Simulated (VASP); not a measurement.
Wanted: the native input for a VASP 6.6.1 run.

```yaml
Task: single point
Functional: PBEsol
Potentials_or_basis: VASP PAW PBE potentials, release 64 (C, O)
Cutoff: 520 eV
k_mesh: 4 × 4 × 2
Occupations: gaussian, width 0.05 eV
Spin: no spin polarisation
Dipole_correction: no
Further_INCAR_settings: LREAL = Auto; ALGO = Normal; EDIFF = 1e-07; NBANDS = 54
```

The structure of CO lies in POSCAR:

```
CO
1.0
    0.0000000000     -5.9526445718      0.0000000000
    0.0000000000      0.0000000000     -5.9526445718
   11.9052891436     -3.5715867431      0.0000000000
C O
8 8
Direct
   -0.0290432867      0.0353513179      0.1073243410
   -0.3290432867      0.0353513179      0.6073243410
    0.4290432867      0.5353513179      0.8926756590
    0.7290432867      0.5353513179      0.3926756590
   -0.0497459225      0.9646486821      0.8573243410
    0.2502540775      0.9646486821      0.3573243410
    0.1497459225      0.4646486821      0.6426756590
    0.4497459225      0.4646486821      0.1426756590
    0.5281346937      0.9254882259      0.6622558870
    0.8281346937      0.9254882259      0.1622558870
   -0.4281346937      0.4254882259      0.8377441130
   -0.1281346937      0.4254882259      0.3377441130
    0.0271582419      0.0745117741      0.9122558870
    0.3271582419      0.0745117741      0.4122558870
    0.3728417581      0.5745117741      0.0877441130
    0.0728417581      0.5745117741      0.5877441130
```

This cell differs from its parent crystal: the part above a cut slid along it.

One way to write it, as run:

INCAR

```
SYSTEM = CO
PREC     = Accurate       ! precision mode
ENCUT    = 520            ! plane-wave cutoff, eV
EDIFF    = 1E-7           ! SCF threshold, eV
ISMEAR   = 0              ! smearing method
SIGMA    = 0.05           ! smearing width, eV
LREAL    = Auto         
LASPH    = .True.         ! aspherical terms in the spheres
NELM     = 100            ! most SCF steps
ALGO     = Normal         ! electronic algorithm
ISIF     = 2              ! what is computed and relaxed
LWAVE    = .False.        ! write WAVECAR
LCHARG   = .False.        ! write CHGCAR
GGA      = PS             ! functional
NBANDS   = 54             ! bands
```

KPOINTS

```
Automatic mesh
0
Gamma
  4 4 2
  0 0 0
```

Potentials or basis: VASP PAW PBE potentials, release 64 (C, O).

Run with:

```console
$ cat potpaw_PBE.64/C/POTCAR potpaw_PBE.64/O/POTCAR > POTCAR
$ mpirun -np 1 vasp_std > vasp.out
```

It gave:

```
Pressure               : 1.8 GPa
Largest force          : 1.356 eV/Å
Band gap on the k mesh : 5.56 eV
```

Caveat: the cell differs from its parent crystal (the part above a cut slid along it); this functional lacks dispersion, which holds the molecules together, so the pressure and a relaxed volume are unreliable; the PAW data sets were made with another functional, which shifts forces and pressure a little.

Run time: 17 min on 1 thread of Intel Xeon 8259CL, on a shared host, peak memory 0.61 GiB.
